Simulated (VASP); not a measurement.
Input of a VASP 6.6.1 run:

The input INCAR:

```
ALGO = Normal
EDIFF = 1E-7
ENCUT = 520
GGA = PS
ISIF = 2
ISMEAR = 0
LASPH = T
LCHARG = F
LREAL = F
LWAVE = F
NBANDS = 16
NELM = 80
PREC = Accurate
SIGMA = 0.15
```

File KPOINTS:

```
k-points
0
Gamma
  21 21 6
```

The input POSCAR:

```
C
1.0
    1.2289167143     -2.0719684817      0.0000000000
    1.2289167143      2.0719684817      0.0000000000
    0.0000000000      0.0000000000      7.1798952603
C
4
Direct
    0.0833216498      0.9166783502      0.7498439858
    0.5833216498      0.4166783502      0.2501560142
    0.9166783502      0.0833216498      0.2501560142
    0.4166783502      0.5833216498      0.7498439858
```

Potentials or basis: VASP PAW PBE potentials, release 64 (C).

The run is started by

```bash
$ cat potpaw_PBE.64/C/POTCAR > POTCAR
$ mpirun -np 1 vasp_std > vasp.out
```

Task: Predict the band gap on the k mesh.

Result: 0.06 eV.

Task: What does it give for the largest force?

Result: 0.464 eV/Å.

Task: Predict the pressure.

Result: 12.5 GPa.

Stress tensor (GPa, compression positive):
```
 6.34  0.00  0.00
 0.00 30.99  0.00
 0.00  0.00  0.14
```

Caveat: the PAW data sets were made with another functional, which shifts forces and pressure a little; this functional lacks dispersion, which binds the layers, so the pressure and a relaxed spacing across them are unreliable. A k mesh can miss the band edges.
